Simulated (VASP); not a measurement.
Input of a VASP 6.6.1 run:

The input POSCAR:

```
PbSe
1.0
    0.0000000000      3.1017896211      3.1017896211
    3.1017896211      0.0000000000      3.1017896211
    3.1017896211      3.1017896211      0.0000000000
Pb Se
1 1
Direct
    0.5000000000      0.5000000000      0.5000000000
    0.0000000000      0.0000000000      0.0000000000
```

The input INCAR.step1:

```
SYSTEM = PbSe
PREC = Accurate
ENCUT = 520
ISMEAR = 0
SIGMA = 0.05
LREAL = .False.
LASPH = .True.
NELM = 80
NBANDS = 17
GGA = PE
ALGO = Normal
EDIFF = 1E-4
LWAVE = .True.
LCHARG = .False.
```

INCAR.step2

```
SYSTEM = PbSe
PREC = Accurate
ENCUT = 520
EDIFF = 1E-7
ISMEAR = 0
SIGMA = 0.05
LREAL = .False.
LASPH = .True.
NELM = 80
ALGO = Normal
ISIF = 2
LWAVE = .False.
LCHARG = .False.
METAGGA = R2SCAN
LMIXTAU = .True.
NBANDS = 17
ISTART = 1
```

The input KPOINTS:

```
Automatic mesh
0
Gamma
  10 10 10
  0 0 0
```

Potentials or basis: VASP PAW PBE potentials, release 64 (Pb_d, Se).

The run is started by

```console
$ cat potpaw_PBE.64/Pb_d/POTCAR potpaw_PBE.64/Se/POTCAR > POTCAR
$ cp INCAR.step1 INCAR
$ mpirun -np 1 vasp_std > vasp.out
$ cp INCAR.step2 INCAR
$ mpirun -np 1 vasp_std > vasp.out
```

(1) What does it give for the pressure?

(2) What does it give for the band gap on the k mesh?

## Answers

(1) -0.6 GPa.

(2) 0.71 eV, direct.

Caveat: the PAW data sets were made with another functional, which shifts forces and pressure a little; spin-orbit coupling is left out, which moves the levels of the heavy elements.
